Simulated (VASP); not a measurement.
# CdS (P6_3mc) in VASP: notebook

CdS is run at these levels: PBE, r2SCAN; tasks: single point.

All numbers are computed with VASP 6.6.1; they aren't measurements. Logs are shortened: lines on timing, memory, paths and dates and some standing lists are left out, and cuts for length are marked.

**1. The cell of the first run**

It takes space group P6_3mc (No. 186, hexagonal). Conventional cell: a = 4.165 Å, b = 4.165 Å, c = 7.037 Å, α = 90.00°, β = 90.00°, γ = 120.00°. Within 3.4 Å of Cd (site symmetry 3m) lie 4 S at 2.57 to 2.60 Å. S (site symmetry 3m) has 4 Cd at 2.57 to 2.60 Å within 3.4 Å.

**2. Single point, PBE (uniaxial z strain +4.0%)**

Input file INCAR:

```
PREC     = Accurate       # precision mode
ENCUT    = 520            # plane-wave cutoff, eV
EDIFF    = 1E-6           # SCF threshold, eV
ISMEAR   = 0              # smearing method
SIGMA    = 0.01           # smearing width, eV
LREAL    = False          # projectors in reciprocal space
LASPH    = True           # aspherical terms in the spheres
NELM     = 60             # most SCF steps
ALGO     = Normal         # electronic algorithm
ISIF     = 2              # what is computed and relaxed
LWAVE    = False          # write WAVECAR
LCHARG   = False          # write CHGCAR
GGA      = PE             # functional
NBANDS   = 26             # bands
```

Input file KPOINTS:

```
Automatic mesh
0
Gamma
  6 6 2
```

Input file POSCAR:

```
CdS
1.0
    4.1646012827      0.0000000000      0.0000000000
   -2.0823006414      3.6066505075      0.0000000000
    0.0000000000      0.0000000000      7.0366509096
Cd S
2 2
Direct
    0.3333333333      0.6666666667      0.0028842778
    0.6666666667      0.3333333333      0.5028842778
    0.3333333333      0.6666666667      0.3721157222
    0.6666666667      0.3333333333      0.8721157222
```

Potentials or basis: VASP PAW PBE potentials, release 64 (Cd, S).

On the command line:

```sh
$ cat potpaw_PBE.64/Cd/POTCAR potpaw_PBE.64/S/POTCAR > POTCAR
$ mpirun -np 1 vasp_std > vasp.out
```

OUTCAR:

```text
PREC = Accurate
   ENCUT = 520
   EDIFF = 1E-6
   ISMEAR = 0
   LREAL = False
   LASPH = True
   NELM = 60
   ISIF = 2
   GGA = PE

 ion  position               nearest neighbor table
   1  0.333  0.667  0.003-   4 2.57   4 2.57   4 2.57   3 2.60
   2  0.667  0.333  0.503-   3 2.57   3 2.57   3 2.57   4 2.60
   3  0.333  0.667  0.372-   2 2.57   2 2.57   2 2.57   1 2.60
   4  0.667  0.333  0.872-   1 2.57   1 2.57   1 2.57   2 2.60

  LATTYP: Found a hexagonal cell.
 ALAT       =     4.1646012827
 C/A-ratio  =     1.6896337565

  Lattice vectors:

 A1 = (   4.1646012827,   0.0000000000,   0.0000000000)
 A2 = (  -2.0823006414,   3.6066505075,   0.0000000000)
 A3 = (   0.0000000000,   0.0000000000,   7.0366509096)

Analysis of symmetry for initial positions (statically):
=====================================================================
 Subroutine PRICEL returns:
 Original cell was already a primitive cell.

 Routine SETGRP: Setting up the symmetry group for a
 hexagonal supercell.

 Subroutine GETGRP returns: Found 12 space group operations
 (whereof  6 operations were pure point group operations)
 out of a pool of 24 trial point group operations.

The static configuration has the point symmetry C_3v.
 The point group associated with its full space group is C_6v.

Analysis of symmetry for dynamics (positions and initial velocities):
=====================================================================
 Subroutine PRICEL returns:
 Original cell was already a primitive cell.

 Routine SETGRP: Setting up the symmetry group for a
 hexagonal supercell.

 Subroutine GETGRP returns: Found 12 space group operations
 (whereof  6 operations were pure point group operations)
 out of a pool of 24 trial point group operations.

The dynamic configuration has the point symmetry C_3v.
 The point group associated with its full space group is C_6v.

 Subroutine INISYM returns: Found 12 space group operations
 (whereof  6 operations are pure point group operations),
 and found     1 'primitive' translations

----------------------------------------------------------------------------------------

                                     Primitive cell

  volume of cell :     105.6923

  direct lattice vectors                    reciprocal lattice vectors
     4.164601283  0.000000000  0.000000000     0.240119025  0.138632784  0.000000000
    -2.082300641  3.606650507  0.000000000     0.000000000  0.277265568  0.000000000
     0.000000000  0.000000000  7.036650910     0.000000000  0.000000000  0.142113061

  length of vectors
     4.164601283  4.164601283  7.036650910     0.277265568  0.277265568  0.142113061

  position of ions in fractional coordinates (direct lattice)
     0.333333333  0.666666667  0.002884278
     0.666666667  0.333333333  0.502884278
     0.333333333  0.666666667  0.372115722
     0.666666667  0.333333333  0.872115722

  ion indices of the primitive-cell ions
   primitive index   ion index
                 1           1
                 2           2
                 3           3
                 4           4

----------------------------------------------------------------------------------------

 KPOINTS: Automatic mesh

Automatic generation of k-mesh.
 Grid dimensions read from file:
 generate k-points for:    6    6    2

 Generating k-lattice:

  Cartesian coordinates                     Fractional coordinates (reciprocal lattice)
     0.040019838  0.023105464  0.000000000     0.166666667  0.000000000  0.000000000
     0.000000000  0.046210928  0.000000000     0.000000000  0.166666667  0.000000000
     0.000000000  0.000000000  0.071056531     0.000000000  0.000000000  0.500000000

  Length of vectors
     0.046210928  0.046210928  0.071056531

  Shift w.r.t. Gamma in fractional coordinates (k-lattice)
     0.000000000  0.000000000  0.000000000

 Subroutine IBZKPT returns following result:
 ===========================================

 Found     14 irreducible k-points:

 Following reciprocal coordinates:
            Coordinates               Weight
  0.000000  0.000000  0.000000      1.000000
  0.166667 -0.000000  0.000000      6.000000
  0.333333 -0.000000  0.000000      6.000000
  0.500000  0.000000  0.000000      3.000000
  0.166667  0.166667  0.000000      6.000000
  0.333333  0.166667  0.000000     12.000000
  0.333333  0.333333  0.000000      2.000000
  0.000000  0.000000  0.500000      1.000000
  0.166667 -0.000000  0.500000      6.000000
  0.333333 -0.000000  0.500000      6.000000
  0.500000  0.000000  0.500000      3.000000
  0.166667  0.166667  0.500000      6.000000
  0.333333  0.166667  0.500000     12.000000
  0.333333  0.333333  0.500000      2.000000
   k-points           NKPTS =     14   k-points in BZ     NKDIM =     14   number of bands    NBANDS=     26
   number of dos      NEDOS =    301   number of ions     NIONS =      4
   total plane-waves  NPLWV =  55296
   dimension x,y,z NGX =    32 NGY =   32 NGZ =   54
   dimension x,y,z NGXF=    64 NGYF=   64 NGZF=  108
   ions per type =               2   2
   NGX,Y,Z   is equivalent  to a cutoff of  12.77, 12.77, 12.76 a.u.
   NGXF,Y,Z  is equivalent  to a cutoff of  25.55, 25.55, 25.52 a.u.
 SYSTEM =  unknown system
   PREC   = accura    normal or accurate (medium, high low for compatibility)
   ISTART =      0    job   : 0-new  1-cont  2-samecut
   ICHARG =      2    charge: 1-file 2-atom 10-const
   ISPIN  =      1    spin polarized calculation?
   LNONCOLLINEAR =      F non collinear calculations
   LSORBIT =      F    spin-orbit coupling
   LASPH  =      T    aspherical Exc in radial PAW
   ENCUT  =  520.0 eV  38.22 Ry    6.18 a.u.   7.74  7.74 13.08*2*pi/ulx,y,z
   NELM   =     60;   NELMIN=  2; NELMDL= -5     # of ELM steps
   EDIFF  = 0.1E-05   stopping-criterion for ELM
   LREAL  =      F    real-space projection
   EDIFFG = 0.1E-04   stopping-criterion for IOM
   NSW    =      0    number of steps for IOM
   IBRION =     -1    ionic relax: 0-MD 1-quasi-New 2-CG
   NFREE  =      0    steps in history (QN), initial steepest desc. (CG)
   ISIF   =      2    stress and relaxation
   ISYM   =      2    0-nonsym 1-usesym 2-fastsym
   POTIM  = 0.5000    time-step for ionic-motion
   TEBEG  =    0.0;   TEEND  =   0.0 temperature during run
   PSTRESS=    0.0 pullay stress
   NELECT =      36.0000    total number of electrons
   NUPDOWN=      -1.0000    fix difference up-down
   EMIN   =  10.00;   EMAX   =-10.00  energy-range for DOS
   EFERMI =   0.00;   METHOD = LEGACY
   ISMEAR =     0;   SIGMA  =   0.01  broadening in eV -4-tet -1-fermi 0-gaus
   EFERMI_NEDOS =   21; number of points for ismear=-14 and -15
   IALGO  =     38    algorithm
   IMIX   =      4    mixing-type and parameters
     AMIX     =   0.40;   BMIX     =  1.00
     AMIX_MAG =   1.60;   BMIX_MAG =  1.00
  volume/ion in A,a.u.               =      26.42       178.31
  Fermi-wavevector in a.u.,A,eV,Ry     =   1.143303  2.160529 17.784729  1.307141
  Thomas-Fermi vector in A             =   2.279998
   LORBIT       =      0    0 simple, 1 ext, 2 COOP (PROOUT), +10 PAW based schemes
   GGA     = PE    functional components
   LHFCALC =     F    Hartree Fock is set to
   AEXX    =    0.0000 exact exchange contribution
   IVDW    =     0    specifies the selected vdW correction
   LEPSILON=     F    determine dielectric tensor
   LRPA    =     F    only Hartree local field effects (RPA)
 non-spin polarized calculation
 Gauss-broadening in eV      SIGMA  =   0.01
  energy-cutoff  :      520.00
  volume of cell :      105.69
 maximum number of plane-waves:      2894
 NGX is ok and might be reduce to    32
   NGX = 15   NGY = 15   NGZ = 27

 number of electron      36.0000002 magnetization

 Free energy of the ion-electron system (eV)
  ---------------------------------------------------
  ext. energy  EPLUGINS =         0.00000000
  ---------------------------------------------------
  free energy    TOTEN  =       -12.27883100 eV

  energy without entropy =      -12.27883100  energy(sigma->0) =      -12.27883100

 E-fermi :   0.9168     XC(G=0):  -8.8557

 val. band max:        0.8414401594   @ k =   0.0000   0.0000   0.0000
 cond. band min:       1.8420140290   @ k =   0.0000   0.0000   0.0000
 fundamental gap:      1.0005738696
 Fermi energy:         0.9168195872

 k-point     1 :       0.0000    0.0000    0.0000
  band No.  band energies     occupation
      1     -11.2061      2.00000
      2     -10.8510      2.00000
      3      -6.7239      2.00000
      4      -6.7052      2.00000
      5      -6.7052      2.00000
      6      -6.6353      2.00000
[... 18 lines left out ...]
     25       8.4445      0.00000
     26       8.4445      0.00000

 k-point     2 :       0.1667   -0.0000    0.0000
  band No.  band energies     occupation
      1     -11.1207      2.00000
      2     -10.8109      2.00000
      3      -6.6914      2.00000
      4      -6.6736      2.00000
      5      -6.6404      2.00000
      6      -6.5916      2.00000
[... 18 lines left out ...]
     25       8.1628      0.00000
     26       8.9704      0.00000

 k-point     3 :       0.3333   -0.0000    0.0000
  band No.  band energies     occupation
      1     -10.9379      2.00000
      2     -10.7414      2.00000
      3      -6.6404      2.00000
      4      -6.6269      2.00000
      5      -6.5218      2.00000
      6      -6.5000      2.00000
[... 18 lines left out ...]
     25       8.9451      0.00000
     26       9.4872      0.00000

 k-point     4 :       0.5000    0.0000    0.0000
  band No.  band energies     occupation
      1     -10.8317      2.00000
      2     -10.7213      2.00000
      3      -6.6244      2.00000
      4      -6.6134      2.00000
      5      -6.4596      2.00000
      6      -6.4554      2.00000
[... 18 lines left out ...]
     25       8.8381      0.00000
     26      10.8925      0.00000
[... 206 lines left out ...]
      1     -10.8669      2.00000
      2     -10.8669      2.00000
      3      -6.5993      2.00000
      4      -6.5993      2.00000
      5      -6.5762      2.00000
      6      -6.5762      2.00000
[... 18 lines left out ...]
     25       8.7659      0.00000
     26       8.7659      0.00000

 k-point    13 :       0.3333    0.1667    0.5000
  band No.  band energies     occupation
      1     -10.7716      2.00000
      2     -10.7716      2.00000
      3      -6.5709      2.00000
      4      -6.5709      2.00000
      5      -6.5421      2.00000
      6      -6.5421      2.00000
[... 18 lines left out ...]
     25       9.2318      0.00000
     26       9.2318      0.00000

 k-point    14 :       0.3333    0.3333    0.5000
  band No.  band energies     occupation
      1     -10.7409      2.00000
      2     -10.7409      2.00000
      3      -6.5491      2.00000
      4      -6.5491      2.00000
      5      -6.5385      2.00000
      6      -6.5385      2.00000
[... 18 lines left out ...]
     25      10.1033      0.00000
     26      10.1033      0.00000

------------------------ aborting loop because EDIFF is reached ----------------------------------------

  FORCE on cell =-STRESS in cart. coord.  units (eV):
  Direction    XX          YY          ZZ          XY          YZ          ZX
  --------------------------------------------------------------------------------------
  -------------------------------------------------------------------------------------
  Total        0.0848917      0.0848917     -1.2485697     -0.0000000      0.0000000      0.0000000
  in kB        1.2868637      1.2868637    -18.9269165     -0.0000000      0.0000000      0.0000000
  external PRESSURE =      -5.4510630 kB  Pullay stress =       0.0000000 kB

 VOLUME and BASIS-vectors are now :
 -----------------------------------------------------------------------------
  energy-cutoff  :      520.00
  volume of cell :      105.69
      direct lattice vectors                 reciprocal lattice vectors
     4.164601283  0.000000000  0.000000000     0.240119025  0.138632784  0.000000000
    -2.082300641  3.606650507  0.000000000     0.000000000  0.277265568  0.000000000
     0.000000000  0.000000000  7.036650910     0.000000000  0.000000000  0.142113061

 POSITION                                       TOTAL-FORCE (eV/Angst)
 -----------------------------------------------------------------------------------
     -0.00000      2.40443      0.02030        -0.000000     -0.000000      0.006395
      2.08230      1.20222      3.53862         0.000000     -0.000000      0.006395
     -0.00000      2.40443      2.61845         0.000000     -0.000000     -0.006395
      2.08230      1.20222      6.13677        -0.000000      0.000000     -0.006395
 -----------------------------------------------------------------------------------
    total drift:                               -0.000000      0.000000     -0.001438

  FREE ENERGIE OF THE ION-ELECTRON SYSTEM (eV)
  ---------------------------------------------------
  free  energy   TOTEN  =       -12.2788309957 eV

  energy  without entropy=      -12.2788309957  energy(sigma->0) =      -12.27883100
```

It took 21 s on 1 thread of Intel Xeon 6975P-C (Granite Rapids), shared host; peak memory 0.23 GiB.

What came out:

```yaml
Free_energy: -12.2788 eV
Pressure: -0.5 GPa
Largest_force: 0.006 eV/Å
Band_gap_on_the_k_mesh: 1.00 eV
```

Forces on the atoms (eV/Å):
```
Cd   0.000  0.000  0.006
Cd   0.000  0.000  0.006
S    0.000  0.000 -0.006
S    0.000  0.000 -0.006
```

Stress tensor (GPa, compression positive):
```
 0.13  0.00  0.00
 0.00  0.13  0.00
 0.00  0.00 -1.89
```

Caveat: the k points lie up to 0.45 Å⁻¹ apart; the cell differs from its parent crystal (uniaxial z strain +4.0%).

**3. Single point, r2SCAN (uniaxial z strain -4.0%)**

Input file POSCAR:

```
CdS
1.0
    4.1646012827      0.0000000000      0.0000000000
   -2.0823006414      3.6066505075      0.0000000000
    0.0000000000      0.0000000000      6.4953700704
Cd S
2 2
Direct
    0.3333333333      0.6666666667     -0.0064118545
    0.6666666667      0.3333333333      0.4935881455
    0.3333333333      0.6666666667      0.3814118545
    0.6666666667      0.3333333333      0.8814118545
```

Input file INCAR.step1:

```
PREC = Accurate
ENCUT = 520
ISMEAR = 0
SIGMA = 0.01
LREAL = F
LASPH = T
NELM = 80
NBANDS = 26
GGA = PE
ALGO = Normal
EDIFF = 1E-4
LWAVE = T
LCHARG = F
```

Input file INCAR.step2:

```
PREC = Accurate
ENCUT = 520
EDIFF = 1E-6
ISMEAR = 0
SIGMA = 0.01
LREAL = F
LASPH = T
NELM = 80
ALGO = Normal
ISIF = 2
LWAVE = F
LCHARG = F
METAGGA = R2SCAN
LMIXTAU = T
NBANDS = 26
ISTART = 1
```

Input file KPOINTS:

```
regular mesh
0
Gamma
  12 12 4
```

Potentials or basis: VASP PAW PBE potentials, release 64 (Cd, S).

On the command line:

```sh
$ cat potpaw_PBE.64/Cd/POTCAR potpaw_PBE.64/S/POTCAR > POTCAR
$ cp INCAR.step1 INCAR
$ mpirun -np 1 vasp_std > vasp.out
$ cp INCAR.step2 INCAR
$ mpirun -np 1 vasp_std > vasp.out
```

Wall time 3 min (1 thread of Intel Xeon 6975P-C (Granite Rapids), shared host); peak memory 0.3 GiB.

Results (log left out):

| Property | Result |
| --- | --- |
| Free energy | -59.3264 eV |
| Pressure | 3.0 GPa |
| Band gap on the k mesh | 1.73 eV |

Stress tensor (GPa, compression positive):
```
2.42 0.00 0.00
0.00 2.42 0.00
0.00 0.00 4.10
```

Levels at points of the mesh, in eV from the valence-band top:
```tsv
k point	band 16	band 17	band 18	band 19	band 20	band 21
(0.00, 0.00, 0.00)	-0.06	-0.06	0.00	1.73	2.94	6.78
(0.50, 0.00, 0.00)	-2.12	-1.30	-0.89	4.02	4.27	5.57
(0.00, 0.00, 0.50)	-0.49	-0.49	-0.49	3.25	3.25	6.77
(0.50, 0.00, 0.50)	-1.53	-1.25	-1.25	3.96	3.96	5.79
```

Caveat: the cell differs from its parent crystal (uniaxial z strain -4.0%); the PAW data sets were made with another functional, which shifts forces and pressure a little. A k mesh can miss the band edges.

(Continued in part 2 of 2.)
